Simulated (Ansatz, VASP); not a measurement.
TaN in VASP and in Ansatz

```
Ta N
1.0
     0.00000    2.13490    2.13490
     2.13490    0.00000    2.13490
     2.13490    2.13490    0.00000
Ta N
1 1
Direct
  0.50000 0.50000 0.50000
  0.00000 0.00000 0.00000
```

Change from the starting cell: volume scaled by 0.9405.

Alike in both runs: task single point; functional PBE; k mesh 9 × 9 × 9; occupations fermi-dirac, width 0.02 eV; no spin polarisation.

|  | VASP | Ansatz |
| --- | --- | --- |
| version | VASP 6.6.1 | Ansatz 0.2.0 |
| potentials or method | VASP PAW PBE potentials, release 64 (Ta_pv, N), cutoff 520 eV | all-electron LAPW, scalar-relativistic |

VASP gave:

| Item | Value |
| --- | --- |
| pressure (GPa) | 43.2 |

Q: What did Ansatz give for the same quantities?

A: Pressure (GPa): 41.7.

Both programs put the cell under a high pressure, so it lies far from rest at this level. Ansatz ran all-electron here, and VASP with PAW potentials.

Neither program's run includes spin-orbit coupling.
